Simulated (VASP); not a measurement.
Here is a VASP 6.6.1 calculation.

Contents of INCAR:

```
  ALGO = Fast
  EDIFF = 1E-6
  ENCUT = 520
  GGA = PS
  ISIF = 2
  ISMEAR = 0
  LASPH = T
  LCHARG = F
  LREAL = F
  LWAVE = F
  NBANDS = 18
  NELM = 100
  PREC = Accurate
  SIGMA = 0.1
```

File KPOINTS:

```
k-points
0
Gamma
  24 24 12
```

POSCAR

```
Cu
1.0
    2.5205910252      0.0000000000      0.0000000000
   -1.2602955126      2.1828958604      0.0000000000
    0.0000000000      0.0000000000      4.1165232675
Cu
2
Direct
    0.3333333333      0.6666666667      0.2500000000
    0.6666666667      0.3333333333      0.7500000000
```

Potentials or basis: VASP PAW PBE potentials, release 64 (Cu).

Run with:

```sh
$ cat potpaw_PBE.64/Cu/POTCAR > POTCAR
$ mpirun -np 1 vasp_std > vasp.out
```

Task: Estimate the pressure.

Result: 0.8 GPa.

Task: Predict the band gap on the k mesh.

Result: Zero (band 11 reaches 12.05 eV, above the bottom of band 12 at 5.92 eV).

Stress tensor (GPa, compression positive):
```
0.56 0.00 0.00
0.00 0.56 0.00
0.00 0.00 1.26
```

Caveat: the PAW data sets were made with another functional, which shifts forces and pressure a little.
